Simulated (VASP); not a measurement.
# Tl (P6_3/mmc) in VASP: a series of runs

Tl is run at these levels: PBE; tasks: relaxation of cell and atoms.

Everything below comes from runs of VASP 6.6.1. Logs are shortened: lines on timing, memory, paths and dates and some standing lists are left out, and cuts for length are marked.

## (1) The cell of the first run

It takes space group P6_3/mmc (No. 194, hexagonal). Conventional cell: a = 2.662 Å, b = 2.662 Å, c = 4.376 Å, α = 90.00°, β = 90.00°, γ = 120.00°. Within 3.5 Å of Tl (site symmetry -6m2) lie 12 Tl at 2.66 to 2.67 Å.

## (2) Relaxation of cell and atoms, PBE, target pressure 230 GPa, at which the enthalpy is minimised

Contents of INCAR:

```
PREC = Accurate
ENCUT = 600
EDIFF = 1E-6
ISMEAR = -1
SIGMA = 0.1
LREAL = F
LASPH = T
NELM = 100
ALGO = Normal
ISIF = 3
LWAVE = F
LCHARG = F
GGA = PE
IBRION = 2
NSW = 32
EDIFFG = -0.005
PSTRESS = 2300.0
```

Contents of KPOINTS:

```
regular mesh
0
Gamma
  16 16 9
```

Contents of POSCAR:

```
Tl
1.0
    2.6623351523      0.0000000000      0.0000000000
   -1.3311675762      2.3056498753      0.0000000000
    0.0000000000      0.0000000000      4.3763394052
Tl
2
Direct
    0.3333333333      0.6666666667      0.2500000000
    0.6666666667      0.3333333333      0.7500000000
```

Potentials or basis: VASP PAW PBE potentials, release 64 (Tl_d).

On the command line:

```bash
> cat potpaw_PBE.64/Tl_d/POTCAR > POTCAR
> mpirun -np 1 vasp_std > vasp.out
```

OUTCAR:

```text
PREC = Accurate
   ENCUT = 600
   EDIFF = 1E-6
   ISMEAR = -1
   LREAL = F
   LASPH = T
   NELM = 100
   ISIF = 3
   GGA = PE
   IBRION = 2
   NSW = 32
   EDIFFG = -0.005
   PSTRESS = 2300.0

 ion  position               nearest neighbor table
   1  0.333  0.667  0.250-   2 2.67   2 2.67   2 2.67   2 2.67   2 2.67   2 2.67   2 3.77   2 3.77
                             2 3.77   2 3.77   2 3.77   2 3.77
   2  0.667  0.333  0.750-   1 2.67   1 2.67   1 2.67   1 2.67   1 2.67   1 2.67   1 3.77   1 3.77
                             1 3.77   1 3.77   1 3.77   1 3.77

  LATTYP: Found a hexagonal cell.
 ALAT       =     2.6623351523
 C/A-ratio  =     1.6437973264

  Lattice vectors:

 A1 = (   2.6623351523,   0.0000000000,   0.0000000000)
 A2 = (  -1.3311675762,   2.3056498753,   0.0000000000)
 A3 = (   0.0000000000,   0.0000000000,   4.3763394052)

Analysis of symmetry for initial positions (statically):
=====================================================================
 Subroutine PRICEL returns:
 Original cell was already a primitive cell.

 Routine SETGRP: Setting up the symmetry group for a
 hexagonal supercell.

 Subroutine GETGRP returns: Found 24 space group operations
 (whereof 12 operations were pure point group operations)
 out of a pool of 24 trial point group operations.

The static configuration has the point symmetry D_3d.
 The point group associated with its full space group is D_6h.

Analysis of symmetry for dynamics (positions and initial velocities):
=====================================================================
 Subroutine PRICEL returns:
 Original cell was already a primitive cell.

 Routine SETGRP: Setting up the symmetry group for a
 hexagonal supercell.

 Subroutine GETGRP returns: Found 24 space group operations
 (whereof 12 operations were pure point group operations)
 out of a pool of 24 trial point group operations.

The dynamic configuration has the point symmetry D_3d.
 The point group associated with its full space group is D_6h.

 Subroutine INISYM returns: Found 24 space group operations
 (whereof 12 operations are pure point group operations),
 and found     1 'primitive' translations

----------------------------------------------------------------------------------------

                                     Primitive cell

  volume of cell :      26.8638

  direct lattice vectors                    reciprocal lattice vectors
[... 94 lines left out ...]
   ISYM   =      2    0-nonsym 1-usesym 2-fastsym
   POTIM  = 0.5000    time-step for ionic-motion
   TEBEG  =    0.0;   TEEND  =   0.0 temperature during run
   PSTRESS= 2300.0 pullay stress
   NELECT =      26.0000    total number of electrons
   NUPDOWN=      -1.0000    fix difference up-down
   EMIN   =  10.00;   EMAX   =-10.00  energy-range for DOS
   EFERMI =   0.00;   METHOD = LEGACY
   ISMEAR =    -1;   SIGMA  =   0.10  broadening in eV -4-tet -1-fermi 0-gaus
   EFERMI_NEDOS =   21; number of points for ismear=-14 and -15
   IALGO  =     38    algorithm
   IMIX   =      4    mixing-type and parameters
     AMIX     =   0.40;   BMIX     =  1.00
     AMIX_MAG =   1.60;   BMIX_MAG =  1.00
  volume/ion in A,a.u.               =      13.43        90.64
  Fermi-wavevector in a.u.,A,eV,Ry     =   1.619361  3.060148 35.678952  2.622329
  Thomas-Fermi vector in A             =   2.713474
   LORBIT       =      0    0 simple, 1 ext, 2 COOP (PROOUT), +10 PAW based schemes
   GGA     = PE    functional components
   LHFCALC =     F    Hartree Fock is set to
   AEXX    =    0.0000 exact exchange contribution
   IVDW    =     0    specifies the selected vdW correction
   LEPSILON=     F    determine dielectric tensor
   LRPA    =     F    only Hartree local field effects (RPA)
 conjugate gradient relaxation of ions
 non-spin polarized calculation
  energy-cutoff  :      600.00
  volume of cell :       26.86
 maximum number of plane-waves:       917
 NGX is ok and might be reduce to    24
   NGX = 11   NGY = 11   NGZ = 17

--------------------------------------- Ionic step        1  -------------------------------------------

 number of electron      25.9999997 magnetization

 Free energy of the ion-electron system (eV)
  ---------------------------------------------------
  ext. energy  EPLUGINS =         0.00000000
  ---------------------------------------------------
  free energy    TOTEN  =         6.12462991 eV

  energy without entropy =        6.14230702  energy(sigma->0) =        6.13346847

------------------------ aborting loop because EDIFF is reached ----------------------------------------

  FORCE on cell =-STRESS in cart. coord.  units (eV):
  Direction    XX          YY          ZZ          XY          YZ          ZX
  --------------------------------------------------------------------------------------
  -------------------------------------------------------------------------------------
  Total       38.6437648     38.6437648     38.6457287     -0.0000000     -0.0000000      0.0000000
  in kB     2304.7452668   2304.7452668   2304.8623987     -0.0000000     -0.0000000      0.0000000
  external PRESSURE =       4.7843108 kB  Pullay stress =    2300.0000000 kB
[... 63 lines left out ...]
--------------------------------------- Ionic step        3  -------------------------------------------

 number of electron      25.9999997 magnetization

 Free energy of the ion-electron system (eV)
  ---------------------------------------------------
  ext. energy  EPLUGINS =         0.00000000
  ---------------------------------------------------
  free energy    TOTEN  =         6.10399979 eV

  energy without entropy =        6.12166945  energy(sigma->0) =        6.11283462

 E-fermi :  19.7644     XC(G=0): -14.5414

 val. band max:       19.7335103496   @ k =   0.3750   0.2500   0.2222
 cond. band min:      19.7958170503   @ k =   0.2500   0.0000   0.2222
 fundamental gap:      0.0623067007
 Fermi energy:        19.7643833192

 k-point     1 :       0.0000    0.0000    0.0000
  band No.  band energies     occupation
      1       0.8066      2.00000
      2       2.0746      2.00000
      3       4.2203      2.00000
      4       4.4170      2.00000
      5       4.4170      2.00000
      6       4.7485      2.00000
[... 457 lines left out ...]
      4       4.2341      2.00000
      5       4.3315      2.00000
      6       4.9125      2.00000
[... 9 lines left out ...]
     16      27.6563      0.00000
     17      28.1681      0.00000

 [... further k-points ...]

------------------------ aborting loop because EDIFF is reached ----------------------------------------

  FORCE on cell =-STRESS in cart. coord.  units (eV):
  Direction    XX          YY          ZZ          XY          YZ          ZX
  --------------------------------------------------------------------------------------
  -------------------------------------------------------------------------------------
  Total       38.5915738     38.5915738     38.5920620     -0.0000000      0.0000000      0.0000000
  in kB     2300.4031960   2300.4031961   2300.4322933     -0.0000001      0.0000000      0.0000000
  external PRESSURE =       0.4128952 kB  Pullay stress =    2300.0000000 kB
[... 21 lines left out ...]
  energy  without entropy=        6.1216694543  energy(sigma->0) =        6.11283462

  enthalpy is  TOTEN    =        44.6888096133 eV   P V=       38.5848098258

 reached required accuracy - stopping structural energy minimisation
```

OSZICAR:

```text
N       E                     dE             d eps       ncg     rms          rms(c)
DAV:   1     0.161580171895E+03    0.16158E+03   -0.17120E+04  5108   0.182E+03
DAV:   2     0.813715732693E+01   -0.15344E+03   -0.15173E+03  5413   0.374E+02
DAV:   3     0.577325305908E+01   -0.23639E+01   -0.23443E+01  6244   0.429E+01
[... 19 lines left out ...]
DAV:   2     0.610292233518E+01    0.59009E-02   -0.96226E-03  5292   0.116E+00    0.391E-01
DAV:   3     0.610398928627E+01    0.10670E-02   -0.34639E-03  5358   0.721E-01    0.194E-01
DAV:   4     0.610399330898E+01    0.40227E-05   -0.29618E-04  5890   0.145E-01    0.201E-02
DAV:   5     0.610399991591E+01    0.66069E-05   -0.22100E-05  5579   0.548E-02    0.985E-03
DAV:   6     0.610399978758E+01   -0.12834E-06   -0.66039E-07  3005   0.769E-03
   3 F= 0.44688810E+02 E0= 0.44697644E+02  d E =-.209899E-04
```

CONTCAR:

```text
Tl
   1.00000000000000
     2.6628054585090890   -0.0000000000049536    0.0000000000000000
    -1.3314027293088431    2.3060571724305210   -0.0000000000000000
     0.0000000000000000   -0.0000000000000000    4.3771315761437677
  Tl
     2
Direct
     0.3333333332999970    0.6666666667000030    0.2500000000000000
     0.6666666667000030    0.3333333332999970    0.7500000000000000

  0.00000000E+00  0.00000000E+00  0.00000000E+00
  0.00000000E+00  0.00000000E+00  0.00000000E+00
```

It took 57 s on 1 thread of Intel Xeon Platinum 8559C (Emerald Rapids), shared host; peak memory 0.21 GiB.

Results:

```
Free energy                                                : 6.1040 eV
Relaxed volume                                             : 13.44 Å³/atom
Relaxed cell                                               : a = 2.663 Å, b = 2.663 Å, c = 4.377 Å, α = 90.00°, β = 90.00°, γ = 120.00°
Space group after relaxing (to 0.1 Å)                      : P6_3/mmc (No. 194)
Energy change on relaxing (the run minimises the enthalpy) : -10.3 meV/atom
Ionic steps                                                : 3
Pressure after relaxing                                    : 230.0 GPa
Band gap on the k mesh                                     : zero (bands 13 and 14 overlap by 8.07 eV)
```

The path:
```
step  energy change (eV)  largest force (eV/Å)  pressure (GPa)  volume (Å³)
   1              0.0000                0.0000          230.48        26.86
   2             -0.2222                0.0000          225.28        27.02
   3             -0.0206                0.0000          230.04        26.88
```

Final structure:
```cif
data_structure
_symmetry_space_group_name_H-M 'P 1'
_symmetry_Int_Tables_number 1
_cell_length_a 2.6628
_cell_length_b 2.6628
_cell_length_c 4.3771
_cell_angle_alpha 90.000
_cell_angle_beta 90.000
_cell_angle_gamma 120.000
_cell_volume 26.88
loop_
_atom_site_label
_atom_site_type_symbol
_atom_site_fract_x
_atom_site_fract_y
_atom_site_fract_z
_atom_site_occupancy
Tl1 Tl 0.33333 0.66667 0.25000 1
Tl2 Tl 0.66667 0.33333 0.75000 1
```

Levels at points of the mesh, in eV from the Fermi level:
```tsv
k point	band 11	band 12	band 13	band 14	band 15	band 16
(0.00, 0.00, 0.00)	-12.86	-8.49	-4.96	9.08	10.81	11.55
(0.50, 0.00, 0.00)	-8.05	-6.81	-0.61	0.83	1.32	4.34
```

Caveat: the cell is relaxed towards a set pressure, so the run minimises the enthalpy, not the energy; spin-orbit coupling is left out, which moves the levels of the heavy elements.

## (3) Relaxation of cell and atoms, PBE, target pressure 230 GPa, at which the enthalpy is minimised

This run uses another cell than the first one, of 13.52 Å³/atom.

Contents of INCAR:

```
  PREC = Accurate
  ENCUT = 600
  EDIFF = 1E-7
  ISMEAR = -1
  SIGMA = 0.1
  LREAL = F
  LASPH = T
  NELM = 100
  ALGO = Normal
  ISIF = 3
  LWAVE = F
  LCHARG = F
  GGA = PE
  IBRION = 2
  NSW = 60
  EDIFFG = -0.005
  PSTRESS = 2300.0
```

KPOINTS is that of step 2.

Contents of POSCAR:

```
Tl
1.0
    2.6811186885      0.0000000000      0.0000000000
   -1.3405593443      2.3219168948      0.0000000000
    0.0000000000      0.0000000000      4.3434122754
Tl
2
Direct
    0.3333333333      0.6666666667      0.2500000000
    0.6666666667      0.3333333333      0.7500000000
```

Potentials or basis: VASP PAW PBE potentials, release 64 (Tl_d).

On the command line:

```bash
> cat potpaw_PBE.64/Tl_d/POTCAR > POTCAR
> mpirun -np 1 vasp_std > vasp.out
```

Wall time 2.5 min (1 thread of Intel Xeon Platinum 8559C (Emerald Rapids), shared host); peak memory 0.22 GiB.

The run converged. Its results:

- Free energy: 6.1045 eV
- Relaxed volume: 13.44 Å³/atom
- Relaxed cell: a = 2.663 Å, b = 2.663 Å, c = 4.377 Å, α = 90.00°, β = 90.00°, γ = 120.00°
- Space group after relaxing (to 0.1 Å): P6_3/mmc (No. 194)
- Energy change on relaxing (the run minimises the enthalpy): +111.4 meV/atom
- Ionic steps: 8
- Pressure after relaxing: 230.0 GPa
- Band gap on the k mesh: zero (bands 13 and 14 overlap by 8.07 eV)

Step by step:
| step | energy change (eV) | largest force (eV/Å) | pressure (GPa) | volume (Å³) |
| --- | --- | --- | --- | --- |
| 1 | 0.0000 | 0.0000 | 224.81 | 27.04 |
| 2 | 2.6888 | 0.0000 | 288.38 | 25.35 |
| 3 | 0.2897 | 0.0000 | 231.59 | 26.83 |
| 4 | 0.1192 | 0.0000 | 227.48 | 26.95 |
| 5 | 0.2085 | 0.0000 | 229.70 | 26.89 |
| 6 | 0.2100 | 0.0000 | 229.73 | 26.89 |
| 7 | 0.2982 | 0.0000 | 231.80 | 26.83 |
| 8 | 0.2227 | 0.0000 | 230.03 | 26.88 |

Final structure:
```yaml
crystal:
  lattice:
    - [2.66287, 0.00000, 0.00000]
    - [-1.33143, 2.30611, 0.00000]
    - [0.00000, 0.00000, 4.37687]
  atoms:
    - { symbol: Tl, position: [0.33333, 0.66667, 0.25000] }
    - { symbol: Tl, position: [0.66667, 0.33333, 0.75000] }
```

Levels at points of the mesh, in eV from the Fermi level:
```csv
k point,band 10,band 11,band 12,band 13,band 14,band 15,band 16,band 17
"(0.00, 0.00, 0.00)",-12.86,-12.86,-8.49,-4.96,9.07,10.81,11.55,13.67
"(0.50, 0.00, 0.00)",-12.40,-8.05,-6.81,-0.61,0.83,1.32,4.34,5.72
```

Caveat: the cell is relaxed towards a set pressure, so the run minimises the enthalpy, not the energy; spin-orbit coupling is left out, which moves the levels of the heavy elements.

The gap in the log of VASP goes by the Fermi energy; the results here count the filled bands.